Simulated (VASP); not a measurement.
Here is a VASP 6.6.1 calculation.

POSCAR

```
AlN
1.0
    0.0000000000      2.1839935596      2.1839935596
    2.1839935596      0.0000000000      2.1839935596
    2.1839935596      2.1839935596      0.0000000000
Al N
1 1
Direct
   -0.0264355298     -0.0264355298     -0.0264355298
    0.7500000000      0.7500000000      0.7500000000
```

INCAR.step1

```
SYSTEM = AlN
ALGO = Normal
EDIFF = 1E-4
ENCUT = 520
GGA = PE
ISMEAR = 0
LASPH = .TRUE.
LCHARG = .FALSE.
LREAL = .FALSE.
LWAVE = .TRUE.
NBANDS = 11
NELM = 100
PREC = Accurate
SIGMA = 0.05
```

Contents of INCAR.step2:

```
SYSTEM = AlN
ALGO = Normal
EDIFF = 1E-6
ENCUT = 520
ISIF = 2
ISMEAR = 0
ISTART = 1
LASPH = .TRUE.
LCHARG = .FALSE.
LMIXTAU = .TRUE.
LREAL = .FALSE.
LWAVE = .FALSE.
METAGGA = R2SCAN
NBANDS = 11
NELM = 100
PREC = Accurate
SIGMA = 0.05
```

Contents of KPOINTS:

```
k-points
0
G
  10 10 10
  0 0 0
```

Potentials or basis: VASP PAW PBE potentials, release 64 (Al, N).

Run with:

```bash
$ cat potpaw_PBE.64/Al/POTCAR potpaw_PBE.64/N/POTCAR > POTCAR
$ cp INCAR.step1 INCAR
$ mpirun -np 1 vasp_std > vasp.out
$ cp INCAR.step2 INCAR
$ mpirun -np 1 vasp_std > vasp.out
```

**Question.** Predict the largest force.

**Answer.** 4.891 eV/Å.

**Question.** What does it give for the pressure?

**Answer.** 6.9 GPa.

**Question.** Predict the band gap on the k mesh.

**Answer.** 3.66 eV, indirect (least direct gap 4.54 eV).

Stress tensor (GPa, compression positive):
```
 6.87 13.44 13.44
13.44  6.87 13.44
13.44 13.44  6.87
```

Caveat: the cell differs from its parent crystal (all Al atoms moved -0.200 Å, as atom 1 along Cartesian [1 1 1]); the PAW data sets were made with another functional, which shifts forces and pressure a little. A k mesh can miss the band edges.
